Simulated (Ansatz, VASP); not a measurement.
**Two plane-wave programs on Lu**

```
CELL_PARAMETERS angstrom
0.00000 2.56634 2.56634
2.56634 0.00000 2.56634
2.56634 2.56634 0.00000
ATOMIC_POSITIONS crystal
Lu 0.00000 0.00000 0.00000
```

Alike in both runs: task single point; functional revPBE; k mesh 12 × 12 × 12; occupations fermi-dirac, width 0.1 eV; no spin polarisation.

|  | VASP | Ansatz |
| --- | --- | --- |
| version | VASP 6.6.1 | Ansatz 0.2.0 |
| potentials or method | VASP PAW PBE potentials, release 64 (Lu), cutoff 520 eV | plane waves (420 eV) with PAW, scalar-relativistic |
| valence electrons in the cell | 25 | 25 |

```csv
,VASP,Ansatz,Ansatz less VASP
pressure (GPa),-3.6,-3.8,-0.16
```

VASP's potentials were made for PBE, not for revPBE.

Spin-orbit coupling is off throughout.
